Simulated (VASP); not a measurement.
# W (Im-3m) in VASP: a series of runs, part 2 of 2

VASP 6.6.1. The steps go on from the part before.

### 3 Single point, PBE

This run uses another cell than the first one, of 17.75 Å³/atom, 1.120 times its volume.

INCAR reads:

```
SYSTEM = W
PREC     = Accurate       ! precision mode
ENCUT    = 520            ! plane-wave cutoff, eV
EDIFF    = 1E-6           ! SCF threshold, eV
ISMEAR   = 0              ! smearing method
SIGMA    = 0.05           ! smearing width, eV
LREAL    = .FALSE.        ! projectors in reciprocal space
LASPH    = .TRUE.         ! aspherical terms in the spheres
NELM     = 100            ! most SCF steps
ALGO     = Normal         ! electronic algorithm
ISIF     = 2              ! what is computed and relaxed
LWAVE    = .FALSE.        ! write WAVECAR
LCHARG   = .TRUE.         ! write CHGCAR
GGA      = PE             ! functional
LELF     = .TRUE.         ! ELF
LVHAR    = .TRUE.       
NBANDS   = 13             ! bands
```

KPOINTS reads:

```
regular mesh
0
G
  16 16 16
  0 0 0
```

POSCAR reads:

```
W
1.0
   -1.6432634159      1.6432634159      1.6432634159
    1.6432634159     -1.6432634159      1.6432634159
    1.6432634159      1.6432634159     -1.6432634159
W
1
Direct
    0.0000000000      0.0000000000      0.0000000000
```

Potentials or basis: VASP PAW PBE potentials, release 64 (W_sv).

The run is started by

```sh
> cat potpaw_PBE.64/W_sv/POTCAR > POTCAR
> mpirun -np 1 vasp_std > vasp.out
```

OUTCAR:

```text
SYSTEM = W
   PREC = Accurate
   ENCUT = 520
   EDIFF = 1E-6
   ISMEAR = 0
   LREAL = .FALSE.
   LASPH = .TRUE.
   NELM = 100
   ISIF = 2
   GGA = PE

 ion  position               nearest neighbor table
   1  0.000  0.000  0.000-

  LATTYP: Found a body centered cubic cell.
 ALAT       =     3.2865268318

  Lattice vectors:

 A1 = (  -1.6432634159,   1.6432634159,   1.6432634159)
 A2 = (   1.6432634159,  -1.6432634159,   1.6432634159)
 A3 = (   1.6432634159,   1.6432634159,  -1.6432634159)

Analysis of symmetry for initial positions (statically):
=====================================================================
 Subroutine PRICEL returns:
 Original cell was already a primitive cell.

 Routine SETGRP: Setting up the symmetry group for a
 body centered cubic supercell.

 Subroutine GETGRP returns: Found 48 space group operations
 (whereof 48 operations were pure point group operations)
 out of a pool of 48 trial point group operations.

The static configuration has the point symmetry O_h .

Analysis of symmetry for dynamics (positions and initial velocities):
=====================================================================
 Subroutine PRICEL returns:
 Original cell was already a primitive cell.

 Routine SETGRP: Setting up the symmetry group for a
 body centered cubic supercell.

 Subroutine GETGRP returns: Found 48 space group operations
 (whereof 48 operations were pure point group operations)
 out of a pool of 48 trial point group operations.

The dynamic configuration has the point symmetry O_h .

 Subroutine INISYM returns: Found 48 space group operations
 (whereof 48 operations are pure point group operations),
 and found     1 'primitive' translations

[... 108 lines left out ...]
   EFERMI_NEDOS =   21; number of points for ismear=-14 and -15
   IALGO  =     38    algorithm
   IMIX   =      4    mixing-type and parameters
     AMIX     =   0.40;   BMIX     =  1.00
     AMIX_MAG =   1.60;   BMIX_MAG =  1.00
  volume/ion in A,a.u.               =      17.75       119.78
  Fermi-wavevector in a.u.,A,eV,Ry     =   1.512598  2.858397 31.129506  2.287954
  Thomas-Fermi vector in A             =   2.622501
   LORBIT       =      0    0 simple, 1 ext, 2 COOP (PROOUT), +10 PAW based schemes
   GGA     = PE    functional components
   LHFCALC =     F    Hartree Fock is set to
   AEXX    =    0.0000 exact exchange contribution
   IVDW    =     0    specifies the selected vdW correction
   LEPSILON=     F    determine dielectric tensor
   LRPA    =     F    only Hartree local field effects (RPA)
 non-spin polarized calculation
 Gauss-broadening in eV      SIGMA  =   0.05
  energy-cutoff  :      520.00
  volume of cell :       17.75
 maximum number of plane-waves:       490
 NGX is ok and might be reduce to    24
   NGX = 11   NGY = 11   NGZ = 11

 number of electron      14.0000001 magnetization

 Free energy of the ion-electron system (eV)
  ---------------------------------------------------
  ext. energy  EPLUGINS =         0.00000000
  ---------------------------------------------------
  free energy    TOTEN  =       -12.83124930 eV

  energy without entropy =      -12.83036291  energy(sigma->0) =      -12.83080610

 E-fermi :   9.8783     XC(G=0): -13.0139

 val. band max:        9.8750302992   @ k =  -0.1250   0.1875   0.0625
 cond. band min:       9.9120216770   @ k =  -0.3125   0.3125   0.1875
 fundamental gap:      0.0369913778
 Fermi energy:         9.8783406014

 k-point     1 :       0.0000    0.0000    0.0000
  band No.  band energies     occupation
      1     -64.4901      2.00000
      2     -28.1869      2.00000
      3     -28.1869      2.00000
      4     -28.1869      2.00000
      5       0.8761      2.00000
      6       8.8084      2.00000
      7       8.8084      2.00000
      8       8.8084      2.00000
      9      11.8603      0.00000
     10      11.8603      0.00000
     11      24.1226      0.00000
     12      24.1226      0.00000
     13      24.1226      0.00000
[... 354 lines left out ...]
  band No.  band energies     occupation
      1     -64.4191      2.00000
      2     -28.8768      2.00000
      3     -28.4747      2.00000
      4     -28.2617      2.00000
      5       4.9305      2.00000
      6       7.1577      2.00000
      7       7.7655      2.00000
      8      11.2587      0.00000
      9      12.5147      0.00000
     10      14.3989      0.00000
     11      21.0276      0.00000
     12      23.8519      0.00000
     13      25.5708      0.00000

 [... further k-points ...]
[... 5 lines left out ...]
  --------------------------------------------------------------------------------------
  -------------------------------------------------------------------------------------
  Total       -2.5828740     -2.5828740     -2.5828740      0.0000000     -0.0000000      0.0000000
  in kB     -233.1483027   -233.1483027   -233.1483027      0.0000000     -0.0000000      0.0000000
  external PRESSURE =    -233.1483027 kB  Pullay stress =       0.0000000 kB

 VOLUME and BASIS-vectors are now :
 -----------------------------------------------------------------------------
  energy-cutoff  :      520.00
  volume of cell :       17.75
      direct lattice vectors                 reciprocal lattice vectors
    -1.643263416  1.643263416  1.643263416     0.000000000  0.304272581  0.304272581
     1.643263416 -1.643263416  1.643263416     0.304272581  0.000000000  0.304272581
     1.643263416  1.643263416 -1.643263416     0.304272581  0.304272581  0.000000000

 POSITION                                       TOTAL-FORCE (eV/Angst)
 -----------------------------------------------------------------------------------
      0.00000      0.00000      0.00000         0.000000      0.000000      0.000000
 -----------------------------------------------------------------------------------
    total drift:                                0.000000      0.000000     -0.000000

  FREE ENERGIE OF THE ION-ELECTRON SYSTEM (eV)
  ---------------------------------------------------
  free  energy   TOTEN  =       -12.8312492977 eV

  energy  without entropy=      -12.8303629070  energy(sigma->0) =      -12.83080610
```

OSZICAR:

```text
N       E                     dE             d eps       ncg     rms          rms(c)
DAV:   1     0.856991814413E+02    0.85699E+02   -0.75089E+03  3791   0.120E+03
DAV:   2    -0.118360785891E+02   -0.97535E+02   -0.93814E+02  4265   0.315E+02
DAV:   3    -0.135452085186E+02   -0.17091E+01   -0.17032E+01  4148   0.405E+01
DAV:   4    -0.135530678283E+02   -0.78593E-02   -0.78592E-02  4085   0.302E+00
DAV:   5    -0.135531419537E+02   -0.74125E-04   -0.74124E-04  4195   0.278E-01    0.170E+01
DAV:   6    -0.129719224387E+02    0.58122E+00   -0.53741E-01  3880   0.941E+00    0.601E+00
DAV:   7    -0.128355927668E+02    0.13633E+00   -0.24434E-01  4145   0.599E+00    0.926E-01
DAV:   8    -0.128312667277E+02    0.43260E-02   -0.42242E-03  3820   0.811E-01    0.104E-01
DAV:   9    -0.128312529682E+02    0.13759E-04   -0.13707E-04  4285   0.138E-01    0.468E-02
DAV:  10    -0.128312483359E+02    0.46323E-05   -0.10726E-05  3915   0.418E-02    0.164E-02
DAV:  11    -0.128312492977E+02   -0.96181E-06   -0.44944E-07  2580   0.656E-03
   1 F= -.12831249E+02 E0= -.12830806E+02  d E =-.886391E-03
```

stdout:

```text
POSCAR found type information on POSCAR W
 POSCAR found :  1 types and       1 ions
 scaLAPACK will be used
 LDA part: xc-table for (Slater+PW92), standard interpolation
 POSCAR, INCAR and KPOINTS ok, starting setup
 FFT: planning ... GRIDC
 FFT: planning ... GRID_SOFT
 FFT: planning ... GRID
 WAVECAR not read
 entering main loop
```

Run time: 13 s. Hardware: 1 thread of Intel Xeon Platinum 8375C at 2.90GHz (Ice Lake), shared host; peak memory 0.16 GiB.

What came out:

* Free energy: -12.8312 eV
* Pressure: -23.3 GPa
* Band gap on the k mesh: zero (band 7 reaches 14.25 eV, above the bottom of band 8 at 8.81 eV)

Levels at points of the mesh, in eV from the Fermi level:
| k point | band 5 | band 6 | band 7 | band 8 | band 9 | band 10 |
| --- | --- | --- | --- | --- | --- | --- |
| (0.00, 0.00, 0.00) | -9.00 | -1.07 | -1.07 | -1.07 | 1.98 | 1.98 |
| (0.50, 0.00, 0.00) | -5.58 | -3.07 | 0.36 | 1.82 | 2.66 | 5.18 |
| (0.50, 0.50, 0.50) | -4.99 | -4.99 | 4.38 | 4.38 | 4.38 | 7.40 |

Caveat: spin-orbit coupling is left out, which moves the levels of the heavy elements.
